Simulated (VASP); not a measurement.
# Pt (Fm-3m) in VASP: single point with LDA

Aim: the single point of Pt with LDA.

All numbers are computed with VASP 6.6.1; they aren't measurements. Logs are shortened: lines on timing, memory, paths and dates and some standing lists are left out, and cuts for length are marked.

### Step 1. The cell of the first run

It takes space group Fm-3m (No. 225, cubic). The conventional cell has a = 3.920 Å, b = 3.920 Å, c = 3.920 Å, α = 90.00°, β = 90.00°, γ = 90.00°. Within 3.7 Å of Pt (site symmetry m-3m) lie 12 Pt at 2.77 Å.

### Step 2. Single point, LDA

Contents of INCAR:

```
PREC = Accurate
ENCUT = 500
EDIFF = 1E-6
ISMEAR = 0
SIGMA = 0.1
LREAL = F
LASPH = T
NELM = 120
ALGO = Normal
ISIF = 2
LWAVE = F
LCHARG = T
GGA = CA
LELF = T
LVHAR = T
NBANDS = 11
GGA_COMPAT = F
```

Contents of KPOINTS:

```
regular mesh
0
Gamma
  8 8 8
```

Contents of POSCAR:

```
Pt
1.0
    0.0000000000      1.9600000000      1.9600000000
    1.9600000000      0.0000000000      1.9600000000
    1.9600000000      1.9600000000      0.0000000000
Pt
1
Direct
    0.0000000000      0.0000000000      0.0000000000
```

Potentials or basis: VASP PAW LDA potentials, release 64 (Pt).

Launch:

```
$ cat potpaw_LDA.64/Pt/POTCAR > POTCAR
$ mpirun -np 1 vasp_std > vasp.out
```

OUTCAR:

```text
PREC = Accurate
   ENCUT = 500
   EDIFF = 1E-6
   ISMEAR = 0
   LREAL = F
   LASPH = T
   NELM = 120
   ISIF = 2
   GGA = CA

 ion  position               nearest neighbor table
   1  0.000  0.000  0.000-

  LATTYP: Found a face centered cubic cell.
 ALAT       =     3.9200000000

  Lattice vectors:

 A1 = (   0.0000000000,   1.9600000000,   1.9600000000)
 A2 = (   1.9600000000,   0.0000000000,   1.9600000000)
 A3 = (   1.9600000000,   1.9600000000,   0.0000000000)

Analysis of symmetry for initial positions (statically):
=====================================================================
 Subroutine PRICEL returns:
 Original cell was already a primitive cell.

 Routine SETGRP: Setting up the symmetry group for a
 face centered cubic supercell.

 Subroutine GETGRP returns: Found 48 space group operations
 (whereof 48 operations were pure point group operations)
 out of a pool of 48 trial point group operations.

The static configuration has the point symmetry O_h .

Analysis of symmetry for dynamics (positions and initial velocities):
=====================================================================
 Subroutine PRICEL returns:
 Original cell was already a primitive cell.

 Routine SETGRP: Setting up the symmetry group for a
 face centered cubic supercell.

 Subroutine GETGRP returns: Found 48 space group operations
 (whereof 48 operations were pure point group operations)
 out of a pool of 48 trial point group operations.

The dynamic configuration has the point symmetry O_h .

 Subroutine INISYM returns: Found 48 space group operations
 (whereof 48 operations are pure point group operations),
 and found     1 'primitive' translations

----------------------------------------------------------------------------------------

                                     Primitive cell

  volume of cell :      15.0591

  direct lattice vectors                    reciprocal lattice vectors
     0.000000000  1.960000000  1.960000000    -0.255102041  0.255102041  0.255102041
     1.960000000  0.000000000  1.960000000     0.255102041 -0.255102041  0.255102041
     1.960000000  1.960000000  0.000000000     0.255102041  0.255102041 -0.255102041

  length of vectors
     2.771858582  2.771858582  2.771858582     0.441849696  0.441849696  0.441849696

  position of ions in fractional coordinates (direct lattice)
     0.000000000  0.000000000  0.000000000

  ion indices of the primitive-cell ions
   primitive index   ion index
                 1           1

----------------------------------------------------------------------------------------

 KPOINTS: regular mesh

Automatic generation of k-mesh.
 Grid dimensions read from file:
 generate k-points for:    8    8    8

 Generating k-lattice:

  Cartesian coordinates                     Fractional coordinates (reciprocal lattice)
    -0.031887755  0.031887755  0.031887755     0.125000000  0.000000000  0.000000000
     0.031887755 -0.031887755  0.031887755     0.000000000  0.125000000  0.000000000
     0.031887755  0.031887755 -0.031887755     0.000000000  0.000000000  0.125000000

  Length of vectors
     0.055231212  0.055231212  0.055231212

  Shift w.r.t. Gamma in fractional coordinates (k-lattice)
     0.000000000  0.000000000  0.000000000

 Subroutine IBZKPT returns following result:
 ===========================================

 Found     29 irreducible k-points:

 Following reciprocal coordinates:
            Coordinates               Weight
  0.000000  0.000000  0.000000      1.000000
  0.125000  0.000000  0.000000      8.000000
  0.250000  0.000000  0.000000      8.000000
  0.375000  0.000000  0.000000      8.000000
  0.500000  0.000000  0.000000      4.000000
  0.125000  0.125000  0.000000      6.000000
[... 16 lines left out ...]
  0.500000  0.250000  0.125000     48.000000
 -0.375000  0.250000  0.125000     24.000000
 [... further k-points ...]
   k-points           NKPTS =     29   k-points in BZ     NKDIM =     29   number of bands    NBANDS=     11
   number of dos      NEDOS =    301   number of ions     NIONS =      1
   total plane-waves  NPLWV =   8000
   dimension x,y,z NGX =    20 NGY =   20 NGZ =   20
   dimension x,y,z NGXF=    40 NGYF=   40 NGZF=   40
   ions per type =               1
   NGX,Y,Z   is equivalent  to a cutoff of  12.00, 12.00, 12.00 a.u.
   NGXF,Y,Z  is equivalent  to a cutoff of  23.99, 23.99, 23.99 a.u.
 SYSTEM =  unknown system
   PREC   = accura    normal or accurate (medium, high low for compatibility)
   ISTART =      0    job   : 0-new  1-cont  2-samecut
   ICHARG =      2    charge: 1-file 2-atom 10-const
   ISPIN  =      1    spin polarized calculation?
   LNONCOLLINEAR =      F non collinear calculations
   LSORBIT =      F    spin-orbit coupling
   LASPH  =      T    aspherical Exc in radial PAW
   ENCUT  =  500.0 eV  36.75 Ry    6.06 a.u.   5.05  5.05  5.05*2*pi/ulx,y,z
   NELM   =    120;   NELMIN=  2; NELMDL= -5     # of ELM steps
   EDIFF  = 0.1E-05   stopping-criterion for ELM
   LREAL  =      F    real-space projection
   EDIFFG = 0.1E-04   stopping-criterion for IOM
   NSW    =      0    number of steps for IOM
   IBRION =     -1    ionic relax: 0-MD 1-quasi-New 2-CG
   NFREE  =      0    steps in history (QN), initial steepest desc. (CG)
   ISIF   =      2    stress and relaxation
   ISYM   =      2    0-nonsym 1-usesym 2-fastsym
   POTIM  = 0.5000    time-step for ionic-motion
   TEBEG  =    0.0;   TEEND  =   0.0 temperature during run
   PSTRESS=    0.0 pullay stress
   NELECT =      10.0000    total number of electrons
   NUPDOWN=      -1.0000    fix difference up-down
   EMIN   =  10.00;   EMAX   =-10.00  energy-range for DOS
   EFERMI =   0.00;   METHOD = LEGACY
   ISMEAR =     0;   SIGMA  =   0.10  broadening in eV -4-tet -1-fermi 0-gaus
   EFERMI_NEDOS =   21; number of points for ismear=-14 and -15
   IALGO  =     38    algorithm
   IMIX   =      4    mixing-type and parameters
     AMIX     =   0.40;   BMIX     =  1.00
     AMIX_MAG =   1.60;   BMIX_MAG =  1.00
  volume/ion in A,a.u.               =      15.06       101.62
  Fermi-wavevector in a.u.,A,eV,Ry     =   1.428265  2.699029 27.755077  2.039941
  Thomas-Fermi vector in A             =   2.548345
   LORBIT       =      0    0 simple, 1 ext, 2 COOP (PROOUT), +10 PAW based schemes
   GGA     = CA    functional components
   LHFCALC =     F    Hartree Fock is set to
   AEXX    =    0.0000 exact exchange contribution
   IVDW    =     0    specifies the selected vdW correction
   LEPSILON=     F    determine dielectric tensor
   LRPA    =     F    only Hartree local field effects (RPA)
 non-spin polarized calculation
 Gauss-broadening in eV      SIGMA  =   0.10
  energy-cutoff  :      500.00
  volume of cell :       15.06
 maximum number of plane-waves:       392
   NGX = 11   NGY = 11   NGZ = 11

 number of electron      10.0000001 magnetization

 Free energy of the ion-electron system (eV)
  ---------------------------------------------------
  ext. energy  EPLUGINS =         0.00000000
  ---------------------------------------------------
  free energy    TOTEN  =        -7.49272882 eV

  energy without entropy =       -7.48376067  energy(sigma->0) =       -7.48824475

 E-fermi :  11.1009     XC(G=0): -13.7012

 val. band max:       10.9504685527   @ k =  -0.3750   0.3750   0.0000
 cond. band min:      11.1049542982   @ k =  -0.2500   0.1250   0.0000
 fundamental gap:      0.1544857455
 Fermi energy:        11.1008739093

 k-point     1 :       0.0000    0.0000    0.0000
  band No.  band energies     occupation
      1       0.9071      2.00000
      2       7.3122      2.00000
      3       7.3122      2.00000
      4       7.3122      2.00000
      5       9.5037      2.00000
      6       9.5037      2.00000
      7      25.7928      0.00000
      8      30.7189      0.00000
      9      30.7189      0.00000
     10      30.7189      0.00000
     11      36.1859      0.00000

 k-point     2 :       0.1250    0.0000    0.0000
  band No.  band energies     occupation
      1       1.5191      2.00000
      2       7.0706      2.00000
      3       7.5330      2.00000
      4       7.5330      2.00000
      5       9.4015      2.00000
      6       9.4015      2.00000
      7      26.6916      0.00000
      8      28.2887      0.00000
      9      31.6655      0.00000
     10      31.6655      0.00000
     11      37.4305      0.00000

 k-point     3 :       0.2500    0.0000    0.0000
  band No.  band energies     occupation
      1       2.9523      2.00000
      2       6.9729      2.00000
      3       7.6939      2.00000
      4       7.6939      2.00000
      5       9.6750      2.00000
      6       9.6750      2.00000
      7      24.4648      0.00000
      8      27.5458      0.00000
      9      33.7829      0.00000
     10      33.7829      0.00000
     11      34.6599      0.00000

 k-point     4 :       0.3750    0.0000    0.0000
  band No.  band energies     occupation
      1       3.7357      2.00000
      2       7.4182      2.00000
      3       7.4182      2.00000
      4       8.6508      2.00000
      5      10.6364      2.00000
      6      10.6364      2.00000
      7      19.9411      0.00000
      8      26.0594      0.00000
      9      31.4990      0.00000
     10      31.4990      0.00000
     11      37.5997      0.00000
[... 239 lines left out ...]
 k-point    22 :       0.3750    0.2500    0.1250
  band No.  band energies     occupation
      1       4.2375      2.00000
      2       5.9944      2.00000
      3       7.3112      2.00000
      4       8.9818      2.00000
      5       9.0875      2.00000
      6      11.1560      0.43593
      7      24.6739      0.00000
      8      26.9160      0.00000
      9      29.1238      0.00000
     10      31.3717      0.00000
     11      35.4053      0.00000

 k-point    23 :       0.5000    0.2500    0.1250
  band No.  band energies     occupation
      1       5.0440      2.00000
      2       6.5113      2.00000
      3       6.7896      2.00000
      4       8.7007      2.00000
      5      10.3876      2.00000
      6      13.0737      0.00000
      7      20.4207      0.00000
      8      25.5527      0.00000
      9      27.3975      0.00000
     10      31.6200      0.00000
     11      35.4399      0.00000

 k-point    24 :      -0.3750    0.2500    0.1250
  band No.  band energies     occupation
      1       5.0615      2.00000
      2       6.3022      2.00000
      3       7.6734      2.00000
      4       8.4358      2.00000
      5      10.9384      1.97844
      6      15.5874      0.00000
      7      16.6528      0.00000
      8      25.8732      0.00000
      9      26.2647      0.00000
     10      30.2837      0.00000
     11      37.3575      0.00000

 [... further k-points ...]
[... 5 lines left out ...]
  --------------------------------------------------------------------------------------
  -------------------------------------------------------------------------------------
  Total       -0.5444471     -0.5444471     -0.5444471      0.0000000      0.0000000      0.0000000
  in kB      -57.9252718    -57.9252718    -57.9252718      0.0000000      0.0000000      0.0000000
  external PRESSURE =     -57.9252718 kB  Pullay stress =       0.0000000 kB

 VOLUME and BASIS-vectors are now :
 -----------------------------------------------------------------------------
  energy-cutoff  :      500.00
  volume of cell :       15.06
      direct lattice vectors                 reciprocal lattice vectors
     0.000000000  1.960000000  1.960000000    -0.255102041  0.255102041  0.255102041
     1.960000000  0.000000000  1.960000000     0.255102041 -0.255102041  0.255102041
     1.960000000  1.960000000  0.000000000     0.255102041  0.255102041 -0.255102041

 POSITION                                       TOTAL-FORCE (eV/Angst)
 -----------------------------------------------------------------------------------
      0.00000      0.00000      0.00000        -0.000000      0.000000     -0.000000
 -----------------------------------------------------------------------------------
    total drift:                               -0.000000     -0.000000     -0.000000

  FREE ENERGIE OF THE ION-ELECTRON SYSTEM (eV)
  ---------------------------------------------------
  free  energy   TOTEN  =        -7.4927288248 eV

  energy  without entropy=       -7.4837606707  energy(sigma->0) =       -7.48824475
```

It took 4 s on 1 thread of AMD EPYC 7R43 (Zen 3), shared host; peak memory 0.09 GiB.

What came out:

```
Free energy            : -7.4927 eV
Pressure               : -5.8 GPa
Band gap on the k mesh : zero (band 5 reaches 11.62 eV, above the bottom of band 6 at 9.40 eV)
```

Caveat: spin-orbit coupling is left out, which moves the levels of the heavy elements.
